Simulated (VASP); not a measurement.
# CaV2 (Fm-3m) in VASP: relaxation of cell and atoms with PBE

Aim: the relaxation of cell and atoms of CaV2 with PBE.

Everything below comes from runs of VASP 6.6.1. Logs are shortened: lines on timing, memory, paths and dates and some standing lists are left out, and cuts for length are marked.

## 1. The cell of the first run

It takes space group Fm-3m (No. 225, cubic). The conventional cell has a = 5.958 Å, b = 5.958 Å, c = 5.958 Å, α = 90.00°, β = 90.00°, γ = 90.00°. Within 3.4 Å of Ca (site symmetry m-3m) lie 8 V at 2.58 Å. Within 3.4 Å of V (site symmetry -43m) lie 4 Ca at 2.58 Å and 6 V at 2.98 Å.

## 2. Relaxation of cell and atoms, PBE, collinear spin, ferromagnetic start

The input, INCAR:

```
PREC     = Accurate       # precision mode
ENCUT    = 600            # plane-wave cutoff, eV
EDIFF    = 1E-7           # SCF threshold, eV
ISMEAR   = 0              # smearing method
SIGMA    = 0.1            # smearing width, eV
LREAL    = False          # projectors in reciprocal space
LASPH    = True           # aspherical terms in the spheres
NELM     = 150            # most SCF steps
ALGO     = Normal         # electronic algorithm
ISIF     = 3              # what is computed and relaxed
LWAVE    = False          # write WAVECAR
LCHARG   = False          # write CHGCAR
ISPIN    = 2              # spin polarisation
MAGMOM   = 0.15 0.93 0.93 # initial moments
LORBIT   = 11             # projections on sites
LMAXMIX  = 4              # l up to which the mixer works
GGA      = PE             # functional
IBRION   = 2              # ionic algorithm
NSW      = 90             # ionic steps
EDIFFG   = -0.04          # ionic threshold
```

The input, KPOINTS:

```
regular mesh
0
Gamma
  6 6 6
```

The input, POSCAR:

```
CaV2
1.0
    0.0000000000      2.9790347585      2.9790347585
    2.9790347585      0.0000000000      2.9790347585
    2.9790347585      2.9790347585      0.0000000000
Ca V
1 2
Direct
    0.0000000000      0.0000000000      0.0000000000
    0.2500000000      0.2500000000      0.2500000000
    0.7500000000      0.7500000000      0.7500000000
```

Potentials or basis: VASP PAW PBE potentials, release 64 (Ca_sv, V_sv).

Run with:

```sh
cat potpaw_PBE.64/Ca_sv/POTCAR potpaw_PBE.64/V_sv/POTCAR > POTCAR
mpirun -np 1 vasp_std > vasp.out
```

OUTCAR:

```text
PREC = Accurate
   ENCUT = 600
   EDIFF = 1E-7
   ISMEAR = 0
   LREAL = False
   LASPH = True
   NELM = 150
   ISIF = 3
   ISPIN = 2
   LORBIT = 11
   GGA = PE
   IBRION = 2
   NSW = 90
   EDIFFG = -0.04

 ion  position               nearest neighbor table
   1  0.000  0.000  0.000-   3 2.58   3 2.58   3 2.58   2 2.58   3 2.58   2 2.58   2 2.58   2 2.58

   2  0.250  0.250  0.250-   1 2.58   1 2.58   1 2.58   1 2.58
   3  0.750  0.750  0.750-   1 2.58   1 2.58   1 2.58   1 2.58

  LATTYP: Found a face centered cubic cell.
 ALAT       =     5.9580695170

  Lattice vectors:

 A1 = (   0.0000000000,   2.9790347585,   2.9790347585)
 A2 = (   2.9790347585,   0.0000000000,   2.9790347585)
 A3 = (   2.9790347585,   2.9790347585,   0.0000000000)

Analysis of symmetry for initial positions (statically):
=====================================================================
 Subroutine PRICEL returns:
 Original cell was already a primitive cell.

 Routine SETGRP: Setting up the symmetry group for a
 face centered cubic supercell.

 Subroutine GETGRP returns: Found 48 space group operations
 (whereof 48 operations were pure point group operations)
 out of a pool of 48 trial point group operations.

The static configuration has the point symmetry O_h .

Analysis of symmetry for dynamics (positions and initial velocities):
=====================================================================
 Subroutine PRICEL returns:
 Original cell was already a primitive cell.

 Routine SETGRP: Setting up the symmetry group for a
 face centered cubic supercell.

 Subroutine GETGRP returns: Found 48 space group operations
 (whereof 48 operations were pure point group operations)
 out of a pool of 48 trial point group operations.

The dynamic configuration has the point symmetry O_h .

Analysis of structural, dynamic, and magnetic symmetry:
=====================================================================
 Subroutine PRICEL returns:
 Original cell was already a primitive cell.

 Routine SETGRP: Setting up the symmetry group for a
 face centered cubic supercell.

 Subroutine GETGRP returns: Found 48 space group operations
 (whereof 48 operations were pure point group operations)
 out of a pool of 48 trial point group operations.

The overall configuration has the point symmetry O_h .

 Subroutine INISYM returns: Found 48 space group operations
 (whereof 48 operations are pure point group operations),
 and found     1 'primitive' translations
[... 110 lines left out ...]
  Fermi-wavevector in a.u.,A,eV,Ry     =   1.440202  2.721587 28.220959  2.074182
  Thomas-Fermi vector in A             =   2.558972
   LORBIT       =     11    0 simple, 1 ext, 2 COOP (PROOUT), +10 PAW based schemes
   GGA     = PE    functional components
   LHFCALC =     F    Hartree Fock is set to
   AEXX    =    0.0000 exact exchange contribution
   IVDW    =     0    specifies the selected vdW correction
   LEPSILON=     F    determine dielectric tensor
   LRPA    =     F    only Hartree local field effects (RPA)
 conjugate gradient relaxation of ions
 spin polarized calculation
 Gauss-broadening in eV      SIGMA  =   0.10
  energy-cutoff  :      600.00
  volume of cell :       52.88
 maximum number of plane-waves:      1807
 NGX is ok and might be reduce to    36
   NGX = 17   NGY = 17   NGZ = 17

--------------------------------------- Ionic step        1  -------------------------------------------

 number of electron      35.9999996 magnetization       2.1648496

 Free energy of the ion-electron system (eV)
  ---------------------------------------------------
  ext. energy  EPLUGINS =         0.00000000
  ---------------------------------------------------
  free energy    TOTEN  =       -12.85849634 eV

  energy without entropy =      -12.83302775  energy(sigma->0) =      -12.84576205

------------------------ aborting loop because EDIFF is reached ----------------------------------------

  FORCE on cell =-STRESS in cart. coord.  units (eV):
  Direction    XX          YY          ZZ          XY          YZ          ZX
  --------------------------------------------------------------------------------------
  -------------------------------------------------------------------------------------
  Total        5.0669325      5.0669325      5.0669325      0.0000000     -0.0000000     -0.0000000
  in kB      153.5320297    153.5320297    153.5320297      0.0000000     -0.0000000     -0.0000000
  external PRESSURE =     153.5320297 kB  Pullay stress =       0.0000000 kB
[... 24 lines left out ...]
--------------------------------------- Ionic step        2  -------------------------------------------

 number of electron      36.0000015 magnetization       6.7782699

 E-fermi :   4.8181     XC(G=0): -10.0317

 val. band max:        4.8148928495   @ k =  -0.1667   0.1667   0.0000
 cond. band min:       4.8182122386   @ k =   0.1667   0.1667   0.0000
 fundamental gap:      0.0033193892
 Fermi energy:         4.8181146631

 spin component 1

 k-point     1 :       0.0000    0.0000    0.0000
  band No.  band energies     occupation
      1     -59.8967      1.00000
      2     -59.8787      1.00000
      3     -35.1486      1.00000
      4     -33.8148      1.00000
      5     -33.8148      1.00000
      6     -33.8148      1.00000
[... 897 lines left out ...]
--------------------------------------- Ionic step        4  -------------------------------------------

 number of electron      35.9999979 magnetization       8.2667553

 Free energy of the ion-electron system (eV)
  ---------------------------------------------------
  ext. energy  EPLUGINS =         0.00000000
  ---------------------------------------------------
  free energy    TOTEN  =       -14.15670051 eV

  energy without entropy =      -14.13066859  energy(sigma->0) =      -14.14368455

 E-fermi :   3.2043     XC(G=0):  -8.9178

 val. band max:        3.1825972615   @ k =   0.3333   0.0000   0.0000
 cond. band min:       3.2170666152   @ k =   0.3333   0.0000   0.0000
 fundamental gap:      0.0344693537
 Fermi energy:         3.2043281520

 spin component 1

 k-point     1 :       0.0000    0.0000    0.0000
  band No.  band energies     occupation
      1     -61.5511      1.00000
      2     -61.5462      1.00000
      3     -37.4435      1.00000
      4     -35.4588      1.00000
      5     -35.4588      1.00000
      6     -35.4588      1.00000
[... 854 lines left out ...]
  FREE ENERGIE OF THE ION-ELECTRON SYSTEM (eV)
  ---------------------------------------------------
  free  energy   TOTEN  =       -14.1567005138 eV

  energy  without entropy=      -14.1306685926  energy(sigma->0) =      -14.14368455

 reached required accuracy - stopping structural energy minimisation

 total charge

# of ion       s       p       d       tot
------------------------------------------
    1        2.083   5.843   0.331   8.257
    2        2.264   6.036   3.045  11.345
    3        2.264   6.036   3.045  11.345
--------------------------------------------------
tot          6.611  17.915   6.422  30.948

 magnetization (x)

# of ion       s       p       d       tot
------------------------------------------
    1        0.019   0.044   0.216   0.279
    2        0.047   0.046   2.914   3.007
    3        0.047   0.046   2.914   3.007
--------------------------------------------------
tot          0.114   0.137   6.043   6.294
```

OSZICAR:

```text
N       E                     dE             d eps       ncg     rms          rms(c)
DAV:   1     0.525779443230E+03    0.52578E+03   -0.22860E+04  1472   0.188E+03
DAV:   2     0.595944072201E+01   -0.51982E+03   -0.51549E+03  1479   0.585E+02
[... 103 lines left out ...]
DAV:  14    -0.141566992565E+02   -0.24217E-05   -0.27665E-05  1849   0.669E-03    0.369E-03
DAV:  15    -0.141566995325E+02   -0.27604E-06   -0.44838E-06  1336   0.308E-03    0.161E-03
DAV:  16    -0.141566998945E+02   -0.36194E-06   -0.29564E-06  1075   0.174E-03    0.119E-03
DAV:  17    -0.141567001124E+02   -0.21797E-06   -0.19391E-06  1053   0.152E-03    0.583E-04
DAV:  18    -0.141567003565E+02   -0.24402E-06   -0.23069E-06   855   0.990E-04    0.641E-04
DAV:  19    -0.141567004655E+02   -0.10899E-06   -0.10737E-06   841   0.789E-04    0.549E-04
DAV:  20    -0.141567005138E+02   -0.48393E-07   -0.26883E-07   834   0.121E-03
   4 F= -.14156701E+02 E0= -.14143685E+02  d E =-.129820E+01  mag=     8.2667
```

It took 3.1 min on 1 thread of Intel Xeon 6975P-C (Granite Rapids), shared host; peak memory 0.26 GiB.

Results:

- Free energy: -14.1567 eV
- Relaxed volume: 28.91 Å³/atom
- Relaxed cell: a = 4.969 Å, b = 4.969 Å, c = 4.969 Å, α = 60.00°, β = 60.00°, γ = 60.00°
- Space group after relaxing (to 0.1 Å): Fm-3m (No. 225)
- Energy gained by relaxing: 432.7 meV/atom
- Ionic steps: 4
- Pressure after relaxing: -0.1 GPa
- Net moment: 8.27 μB per cell
- Site moments: Ca +0.28; V +3.01 μB
- Valence electrons inside the program's atomic spheres: Ca 8.26; V 11.35

The path:
```
step  energy change (eV)  largest force (eV/Å)  pressure (GPa)  volume (Å³)
   1              0.0000                0.0000           15.35        52.88
   2             -0.8677                0.0000            7.67        66.88
   3             -1.2226                0.0000           -2.29        96.36
   4             -1.2982                0.0000           -0.05        86.73
```

Final structure:
```
Ca V
1.0
     0.00000    3.51332    3.51332
     3.51332    0.00000    3.51332
     3.51332    3.51332    0.00000
Ca V
1 2
Direct
  0.00000 0.00000 0.00000
  0.25000 0.25000 0.25000
  0.75000 0.75000 0.75000
```

Caveat: the volume moved by over 15 % at a fixed basis, so the end points are rough; the highest band is partly filled, so the run has too few bands.
